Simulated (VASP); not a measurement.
Set up this calculation in VASP 6.6.1, as the native input.

| Item | Value |
| --- | --- |
| Task | single point |
| Functional | PBEsol |
| Potentials or basis | VASP PAW PBE potentials, release 64 (Hf_pv, O) |
| Cutoff | 520 eV |
| k mesh | 8 × 8 × 8 |
| Occupations | gaussian, width 0.05 eV |
| Spin | no spin polarisation |
| Dipole correction | no |
| Further INCAR settings | ALGO = Normal; EDIFF = 1e-06; NBANDS = 18 |

The structure of HfO2 lies in POSCAR:

```
HfO2
1.0
   -0.1296694253      2.3898142260      2.3898142260
    2.3898142260     -0.1296694253      2.3898142260
    2.3898142260      2.3898142260     -0.1296694253
Hf O
1 2
Direct
    0.0000000000      0.0000000000      0.0000000000
    0.2500000000      0.2500000000      0.2500000000
    0.7500000000      0.7500000000      0.7500000000
```

The input as run:

INCAR

```
PREC = Accurate
ENCUT = 520
EDIFF = 1E-6
ISMEAR = 0
SIGMA = 0.05
LREAL = False
LASPH = True
NELM = 60
ALGO = Normal
ISIF = 2
LWAVE = False
LCHARG = True
GGA = PS
LELF = True
LVHAR = True
NBANDS = 18
```

KPOINTS

```
regular mesh
0
Gamma
  8 8 8
```

Potentials or basis: VASP PAW PBE potentials, release 64 (Hf_pv, O).

Run with:

```console
$ cat potpaw_PBE.64/Hf_pv/POTCAR potpaw_PBE.64/O/POTCAR > POTCAR
$ mpirun -np 1 vasp_std > vasp.out
```

Results of the run:

The pressure is 24.8 GPa, the largest force is 1.498 eV/Å and the band gap on the k mesh is 4.00 eV, direct.

Caveat: the PAW data sets were made with another functional, which shifts forces and pressure a little; spin-orbit coupling is left out, which moves the levels of the heavy elements.

Run time: 16 s on 1 thread of Intel(R) Xeon(R) 6975P-C (Granite Rapids) (shared host), peak memory 0.18 GiB.
